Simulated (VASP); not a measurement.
Input of a VASP 6.6.1 run:

Contents of INCAR:

```
ALGO = Normal
EDIFF = 1E-7
ENCUT = 520
GGA = PE
ISIF = 2
ISMEAR = 0
ISYM = 0
KPAR = 4
LASPH = T
LCHARG = F
LREAL = Auto
LWAVE = F
NBANDS = 104
NELM = 60
PREC = Accurate
SIGMA = 0.05
```

KPOINTS

```
k-points
0
Gamma
  6 6 3
```

File POSCAR:

```
Ga2O3
1.0
   -2.5287245561     -4.3798794095      0.0000000000
    2.5287245561     -4.3798794095      0.0000000000
    0.0000000000      2.9199196063      9.5820704322
Ga O
8 12
Direct
    0.1700306721      0.1700306721      0.4306920163
    0.6613338739      0.6613338739      0.9046016216
    0.0696862336      0.0696862336      0.1296587009
    0.5609894354      0.5609894354      0.6035683062
    0.3066410363      0.3066410363      0.8405231088
    0.8153378345      0.8153378345      0.3666135036
    0.4243790712      0.4243790712      0.1937372137
    0.9156822730      0.9156822730      0.6676468189
    0.3079883212      0.9143349880      0.7540849639
    0.8166851195      0.4230317863      0.2801753586
    0.6111616546      0.3079883212      0.7540849639
    0.1198584529      0.8166851195      0.2801753586
    0.9143349880      0.6111616546      0.7540849639
    0.4230317863      0.1198584529      0.2801753586
    0.1686833872      0.5623367204      0.5171301613
    0.6773801854      0.0710335186      0.0432205560
    0.8655100538      0.1686833872      0.5171301613
    0.3742068520      0.6773801854      0.0432205560
    0.5623367204      0.8655100538      0.5171301613
    0.0710335186      0.3742068520      0.0432205560
```

Potentials or basis: VASP PAW PBE potentials, release 64 (Ga_d, O).

Launch:

```console
$ cat potpaw_PBE.64/Ga_d/POTCAR potpaw_PBE.64/O/POTCAR > POTCAR
$ mpirun -np 4 vasp_std > vasp.out
```

(1) Estimate the pressure.

(2) Estimate the largest force.

(3) What does it give for the band gap on the k mesh?

## Answers

(1) -4.5 GPa.

(2) 3.998 eV/Å.

(3) 0.36 eV.

Caveat: the cell differs from its parent crystal (the distance across one plane changed); the cell stands under tension; forces of over 1 eV/Å act on the atoms, so gaps and moduli don't describe the material at rest.
